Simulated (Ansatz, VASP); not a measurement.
**ZrSiRu4: VASP beside Ansatz**

```
Zr Si Ru
1.0
     0.00000    3.61103    3.61103
     3.61103    0.00000    3.61103
     3.61103    3.61103    0.00000
Zr Si Ru
1 1 4
Cartesian
  3.6110 3.6110 3.6110
  1.8055 1.8055 1.8055
  6.3298 4.5033 4.5033
  4.5033 6.3298 4.5033
  4.5033 4.5033 6.3298
  6.3298 6.3298 6.3298
```

Change from the starting cell: species swapped into the DyNi4Au type (F-43m, No. 216).

Alike in both runs: functional PBE; k mesh 4 × 4 × 4; occupations gaussian, width 0.1 eV; no spin polarisation.

Ansatz relaxed the structure, and its values are those at the end. VASP's run is a single point on that final structure, the one shown.

```csv
,VASP,Ansatz
version,VASP 6.6.1,Ansatz 0.2.0
potentials or method,"VASP PAW PBE potentials, release 64 (Zr_sv, Si, Ru_pv), cutoff 520 eV","scalar-relativistic, plane waves, PAW"
valence electrons in the cell,72,80
```

Ansatz gave:

```
gap on the k mesh at the Fermi level (eV) : none
pressure (GPa)                            : 0.1
rms of the force components (eV/Å)        : 0.029
```

**Question.** Estimate VASP's values.

**Answer.** gap on the k mesh at the Fermi level (eV): none; pressure (GPa): 0.1; rms of the force components (eV/Å): 0.046.

A gap of «none» marks a metal or a gap that the smearing closes. The functional is the same, so the differences come from potentials, cutoffs and numerics. VASP's potentials hold 72 valence electrons a cell and Ansatz's 80, so a difference there can come from the potentials and not from the codes.

The k mesh is coarse, so the values compare programs but aren't converged.
